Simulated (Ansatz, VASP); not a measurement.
One calculation of Si, two programs

```
Si
1.0
     3.85108    0.00000    0.00000
    -1.92554    3.33514    0.00000
     0.00000    0.00000    6.36468
Si
4
Direct
  0.33333 0.66667 0.04408
  0.66667 0.33333 0.54408
  0.33333 0.66667 0.45592
  0.66667 0.33333 0.95592
```

Alike in both runs: task single point; functional PBE; k mesh 12 × 12 × 6; occupations gaussian, width 0.05 eV; no spin polarisation.

|  | VASP | Ansatz |
| --- | --- | --- |
| version | VASP 6.6.1 | Ansatz 0.2.0 |
| potentials or method | VASP PAW PBE potentials, release 64 (Si), cutoff 520 eV | scalar-relativistic, plane waves, PAW |
| valence electrons in the cell | 16 | 16 |

```csv
,VASP,Ansatz,Ansatz less VASP
gap on the k mesh at the Fermi level (eV),none,none,-
pressure (GPa),1.5,1.5,+0.07
"traceless stress, the component that is largest in VASP (GPa)",-7.16,-7.20,-0.035
rms of the force components (eV/Å),1.106,1.107,+0.0006
```

Atom by atom the forces differ by 0.001 eV/Å (rms over components). A gap of «none» marks a metal or a gap that the smearing closes. The functional is the same, so the differences come from potentials, cutoffs and numerics.
